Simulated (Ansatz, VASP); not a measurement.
Two plane-wave programs on Cu

Contents of INCAR:

```
PREC = Accurate ; ENCUT = 520
EDIFF = 1E-6 ; ISMEAR = 1
SIGMA = 0.6 ; LREAL = F
LASPH = T ; NELM = 60
ALGO = Normal ; ISIF = 2
LWAVE = F ; LCHARG = F
GGA = CA ; NBANDS = 12
```

KPOINTS

```
regular mesh
0
Gamma
  15 15 15
```

The input POSCAR:

```
Cu
1.0
    0.0000000000      1.7588202533      1.7588202533
    1.7588202533      0.0000000000      1.7588202533
    1.7588202533      1.7588202533      0.0000000000
Cu
1
Direct
    0.0000000000      0.0000000000      0.0000000000
```

Input for Ansatz:

```yaml
crystal:
  lattice:
    - [0.0, 1.7588202533, 1.7588202533]
    - [1.7588202533, 0.0, 1.7588202533]
    - [1.7588202533, 1.7588202533, 0.0]
  atoms:
    - { symbol: Cu, position: [0.0, 0.0, 0.0] }
hamiltonian:
  xc: lda
  pseudopotentials:
    kind: paw
    azcp:
      Cu: "pseudopotentials/Cu.paw.azcp"
basis:
  ecutwfc: 420
  fft_grid_basis: typed
kpoints:
  mp_grid: { grid: [15, 15, 15], shift: [0, 0, 0] }
magnetization:
  spin_polarized: false
scf:
  occupations: { method: methfessel_paxton, width: 0.6 }
  lower_state_search: "off"
output:
  stress: true
```

Alike in both runs: task single point; functional LDA; k mesh 15 × 15 × 15; occupations methfessel-paxton of order 1, width 0.6 eV; no spin polarisation.

|  | VASP | Ansatz |
| --- | --- | --- |
| version | VASP 6.6.1 | Ansatz 0.2.0 |
| potentials or method | VASP PAW LDA potentials, release 64 (Cu), cutoff 520 eV | plane waves (420 eV) with PAW, scalar-relativistic |
| valence electrons in the cell | 11 | 19 |

|  | VASP | Ansatz | Ansatz less VASP |
| --- | --- | --- | --- |
| pressure (GPa) | 0.9 | 0.0 | -0.85 |

Ansatz warns that its potentials were made for another functional, while VASP's fit it. LDA's correlation is that of Perdew and Zunger in VASP and of Perdew and Wang (1992) in Ansatz. VASP's potentials hold 11 valence electrons a cell and Ansatz's 19, so a difference there can come from the potentials and not from the codes.
